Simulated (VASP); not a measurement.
# Si in VASP: a series of runs, part 2 of 2

VASP 6.6.1.

## Step 4: Single point, PBE+D3(BJ)

INCAR reads:

```
SYSTEM = Si
PREC = Accurate
ENCUT = 520
EDIFF = 1E-6
ISMEAR = 0
SIGMA = 0.1
LREAL = .FALSE.
LASPH = .TRUE.
NELM = 80
ALGO = Normal
ISIF = 2
LWAVE = .FALSE.
LCHARG = .FALSE.
LDIPOL = .TRUE.
IDIPOL = 3
DIPOL = 0.5 0.5 0.389
GGA = PE
IVDW = 12
NBANDS = 16
```

KPOINTS reads:

```
Automatic mesh
0
G
  9 9 1
  0 0 0
```

POSCAR reads:

```
Si
1.0
    3.8475254764      0.0000000000      0.0000000000
   -1.9237627382      3.3320548043      0.0000000000
    0.0000000000      0.0000000000     18.4415958250
Si
4
Direct
    0.3333333333      0.6666666667      0.2695427207
    0.6666666667      0.3333333333      0.2440135899
    0.3333333333      1.1666666667      0.5336629172
    0.6666666667      0.8333333333      0.5081337863
```

Potentials or basis: VASP PAW PBE potentials, release 64 (Si).

Run with:

```sh
$ cat potpaw_PBE.64/Si/POTCAR > POTCAR
$ mpirun -np 1 vasp_std > vasp.out
```

OUTCAR:

```text
SYSTEM = Si
   PREC = Accurate
   ENCUT = 520
   EDIFF = 1E-6
   ISMEAR = 0
   LREAL = .FALSE.
   LASPH = .TRUE.
   NELM = 80
   ISIF = 2
   GGA = PE
   IVDW = 12
 IVDW          = 12

 ion  position               nearest neighbor table
   1  0.333  0.667  0.270-   2 2.27   2 2.27   2 2.27
   2  0.667  0.333  0.244-   1 2.27   1 2.27   1 2.27
   3  0.333  0.167  0.534-   4 2.27   4 2.27   4 2.27
   4  0.667  0.833  0.508-   3 2.27   3 2.27   3 2.27

  LATTYP: Found a hexagonal cell.
 ALAT       =     3.8475254764
 C/A-ratio  =     4.7931055787

  Lattice vectors:

 A1 = (   3.8475254764,   0.0000000000,   0.0000000000)
 A2 = (  -1.9237627382,   3.3320548043,   0.0000000000)
 A3 = (   0.0000000000,   0.0000000000,  18.4415958250)

Analysis of symmetry for initial positions (statically):
=====================================================================
 Subroutine PRICEL returns:
 Original cell was already a primitive cell.

 Routine SETGRP: Setting up the symmetry group for a
 hexagonal supercell.

 Subroutine GETGRP returns: Found  4 space group operations
 (whereof  2 operations were pure point group operations)
 out of a pool of 24 trial point group operations.

The static configuration has the point symmetry C_1h.
 The point group associated with its full space group is C_2h.

Analysis of symmetry for dynamics (positions and initial velocities):
=====================================================================
 Subroutine PRICEL returns:
 Original cell was already a primitive cell.

 Routine SETGRP: Setting up the symmetry group for a
 hexagonal supercell.

 Subroutine GETGRP returns: Found  4 space group operations
 (whereof  2 operations were pure point group operations)
 out of a pool of 24 trial point group operations.

The dynamic configuration has the point symmetry C_1h.
 The point group associated with its full space group is C_2h.

 Subroutine INISYM returns: Found  4 space group operations
 (whereof  2 operations are pure point group operations),
 and found     1 'primitive' translations

----------------------------------------------------------------------------------------

                                     Primitive cell

  volume of cell :     236.4243

  direct lattice vectors                    reciprocal lattice vectors
     3.847525476  0.000000000  0.000000000     0.259907311  0.150057556  0.000000000
    -1.923762738  3.332054804  0.000000000     0.000000000  0.300115112  0.000000000
     0.000000000  0.000000000 18.441595825     0.000000000  0.000000000  0.054225242

  length of vectors
     3.847525476  3.847525476 18.441595825     0.300115112  0.300115112  0.054225242

  position of ions in fractional coordinates (direct lattice)
     0.333333333  0.666666667  0.269542721
     0.666666667  0.333333333  0.244013590
     0.333333333  0.166666667  0.533662917
     0.666666667  0.833333333  0.508133786

  ion indices of the primitive-cell ions
   primitive index   ion index
                 1           1
                 2           2
                 3           3
[... 34 lines left out ...]
  0.000000  0.222222  0.000000      4.000000
  0.333333  0.000000  0.000000      2.000000
[... 16 lines left out ...]
 -0.222222 -0.444444  0.000000      4.000000
  0.444444  0.333333  0.000000      4.000000
   k-points           NKPTS =     25   k-points in BZ     NKDIM =     25   number of bands    NBANDS=     16
   number of dos      NEDOS =    301   number of ions     NIONS =      4
   total plane-waves  NPLWV = 126000
   dimension x,y,z NGX =    30 NGY =   30 NGZ =  140
   dimension x,y,z NGXF=    60 NGYF=   60 NGZF=  280
   ions per type =               4
   NGX,Y,Z   is equivalent  to a cutoff of  12.96, 12.96, 12.62 a.u.
   NGXF,Y,Z  is equivalent  to a cutoff of  25.93, 25.93, 25.24 a.u.
 SYSTEM =  Si
   PREC   = accura    normal or accurate (medium, high low for compatibility)
   ISTART =      0    job   : 0-new  1-cont  2-samecut
   ICHARG =      2    charge: 1-file 2-atom 10-const
   ISPIN  =      1    spin polarized calculation?
   LNONCOLLINEAR =      F non collinear calculations
   LSORBIT =      F    spin-orbit coupling
   LASPH  =      T    aspherical Exc in radial PAW
   ENCUT  =  520.0 eV  38.22 Ry    6.18 a.u.   7.15  7.15 34.29*2*pi/ulx,y,z
   NELM   =     80;   NELMIN=  2; NELMDL= -5     # of ELM steps
   EDIFF  = 0.1E-05   stopping-criterion for ELM
   LREAL  =      F    real-space projection
   EDIFFG = 0.1E-04   stopping-criterion for IOM
   NSW    =      0    number of steps for IOM
   IBRION =     -1    ionic relax: 0-MD 1-quasi-New 2-CG
   NFREE  =      0    steps in history (QN), initial steepest desc. (CG)
   ISIF   =      2    stress and relaxation
   ISYM   =      2    0-nonsym 1-usesym 2-fastsym
   POTIM  = 0.5000    time-step for ionic-motion
   TEBEG  =    0.0;   TEEND  =   0.0 temperature during run
   PSTRESS=    0.0 pullay stress
   NELECT =      16.0000    total number of electrons
   NUPDOWN=      -1.0000    fix difference up-down
   EMIN   =  10.00;   EMAX   =-10.00  energy-range for DOS
   EFERMI =   0.00;   METHOD = LEGACY
   ISMEAR =     0;   SIGMA  =   0.10  broadening in eV -4-tet -1-fermi 0-gaus
   EFERMI_NEDOS =   21; number of points for ismear=-14 and -15
   IALGO  =     38    algorithm
   IMIX   =      4    mixing-type and parameters
     AMIX     =   0.40;   BMIX     =  1.00
     AMIX_MAG =   1.60;   BMIX_MAG =  1.00
  volume/ion in A,a.u.               =      59.11       398.87
  Fermi-wavevector in a.u.,A,eV,Ry     =   0.667141  1.260713  6.055637  0.445077
  Thomas-Fermi vector in A             =   1.741657
   LORBIT       =      0    0 simple, 1 ext, 2 COOP (PROOUT), +10 PAW based schemes
   GGA     = PE    functional components
   LHFCALC =     F    Hartree Fock is set to
   AEXX    =    0.0000 exact exchange contribution
   IVDW    =    12    specifies the selected vdW correction
   LEPSILON=     F    determine dielectric tensor
   LRPA    =     F    only Hartree local field effects (RPA)
 non-spin polarized calculation
 Gauss-broadening in eV      SIGMA  =   0.10
  energy-cutoff  :      520.00
  volume of cell :      236.42
 maximum number of plane-waves:      6399
 NGX is ok and might be reduce to    30
   NGX = 15   NGY = 15   NGZ = 69

 dipolmoment           0.000000      0.000000      0.000129 electrons x Angstroem

 number of electron      16.0000002 magnetization

 dipolmoment           0.000000      0.000000     -0.000005 electrons x Angstroem

 Free energy of the ion-electron system (eV)
  ---------------------------------------------------
  ext. energy  EPLUGINS =         0.00000000
  ---------------------------------------------------
  free energy    TOTEN  =       -19.15430842 eV

  energy without entropy =      -19.15222325  energy(sigma->0) =      -19.15326584

 E-fermi :  -0.9965     XC(G=0):  -4.2840

 val. band max:       -1.0506493123   @ k =   0.3333   0.3333   0.0000
 cond. band min:      -0.9423399604   @ k =   0.3333   0.3333   0.0000
 fundamental gap:      0.1083093519
 Fermi energy:        -0.9964903280

 k-point     1 :       0.0000    0.0000    0.0000
  band No.  band energies     occupation
      1     -12.1180      2.00000
      2     -12.0742      2.00000
      3      -4.4498      2.00000
      4      -3.9376      2.00000
      5      -2.1900      2.00000
      6      -2.1849      2.00000
[... 433 lines left out ...]
      3      -8.0630      2.00000
      4      -8.0474      2.00000
      5      -5.0541      2.00000
      6      -5.0359      2.00000
[... 8 lines left out ...]
     15       4.6499      0.00000
     16       5.1179      0.00000

 [... further k-points ...]

------------------------ aborting loop because EDIFF is reached ----------------------------------------

 vacuum level on the upper side and lower side of the slab       (xc-potential included)        -0.162        -0.165

 Edisp (eV)   -0.91118

 E8    (eV) :    -0.3857

  FORCE on cell =-STRESS in cart. coord.  units (eV):
  Direction    XX          YY          ZZ          XY          YZ          ZX
  --------------------------------------------------------------------------------------
  -------------------------------------------------------------------------------------
  Total      -0.11832    -0.09313    -0.73172    -0.02182    -0.03267    -0.05659
  in kB      -0.80185    -0.63109    -4.95864    -0.14788    -0.22143    -0.38352
  external pressure =       -2.13 kB  Pullay stress =        0.00 kB

 VOLUME and BASIS-vectors are now :
 -----------------------------------------------------------------------------
  energy-cutoff  :      520.00
  volume of cell :      236.42
      direct lattice vectors                 reciprocal lattice vectors
     3.847525476  0.000000000  0.000000000     0.259907311  0.150057556  0.000000000
    -1.923762738  3.332054804  0.000000000     0.000000000  0.300115112  0.000000000
     0.000000000  0.000000000 18.441595825     0.000000000  0.000000000  0.054225242

 POSITION                                       TOTAL-FORCE (eV/Angst)
 -----------------------------------------------------------------------------------
     -0.00000      2.22137      4.97080         0.012801      0.007391      0.111222
      1.92376      1.11068      4.50000         0.000050      0.000029      0.040790
      0.96188      0.55534      9.84160        -0.000050     -0.000029     -0.040790
      0.96188      2.77671      9.37080        -0.012801     -0.007391     -0.111222
 -----------------------------------------------------------------------------------
    total drift:                                0.000000      0.000000     -0.000061

  FREE ENERGIE OF THE ION-ELECTRON SYSTEM (eV)
  ---------------------------------------------------
  free  energy   TOTEN  =       -20.0654930922 eV

  energy  without entropy=      -20.0634079197  energy(sigma->0) =      -20.06445051

 vacuum level on the upper side and lower side of the slab         3.497         3.500
```

OSZICAR:

```text
N       E                     dE             d eps       ncg     rms          rms(c)
DAV:   1     0.565893419838E+02    0.56589E+02   -0.48038E+03   800   0.707E+02
DAV:   2    -0.148409842120E+02   -0.71430E+02   -0.64697E+02  1152   0.115E+02
DAV:   3    -0.196432400326E+02   -0.48023E+01   -0.47475E+01  1136   0.306E+01
[... 14 lines left out ...]
DAV:  18    -0.191542528481E+02   -0.81615E-04   -0.51625E-06   896   0.938E-03    0.562E-03
DAV:  19    -0.191542976143E+02   -0.44766E-04   -0.24107E-06   944   0.637E-03    0.169E-02
DAV:  20    -0.191543046557E+02   -0.70413E-05   -0.59984E-07   880   0.411E-03    0.190E-03
DAV:  21    -0.191543079048E+02   -0.32492E-05   -0.18518E-07   736   0.199E-03    0.296E-04
DAV:  22    -0.191543084244E+02   -0.51954E-06   -0.29515E-08   912   0.902E-04
   1 F= -.20065493E+02 E0= -.20064451E+02  d E =-.208517E-02
```

It took 2.4 min on 1 thread of Intel Xeon 6975P-C (Granite Rapids), shared host; peak memory 0.35 GiB.

What came out:

```
Free energy                : -20.0655 eV
Largest force              : 0.112 eV/Å
Band gap on the k mesh     : 0.11 eV, direct
Dispersion energy per atom : -0.228 eV
```

Forces on the atoms (eV/Å):
```
Si   0.013  0.007  0.111
Si   0.000  0.000  0.041
Si   0.000  0.000 -0.041
Si  -0.013 -0.007 -0.111
```

Levels at points of the mesh, in eV from the valence-band top:
| k point | band 5 | band 6 | band 7 | band 8 | band 9 | band 10 | band 11 | band 12 |
| --- | --- | --- | --- | --- | --- | --- | --- | --- |
| (0.00, 0.00, 0.00) | -1.14 | -1.13 | -1.13 | -1.12 | 2.10 | 2.12 | 2.24 | 3.08 |
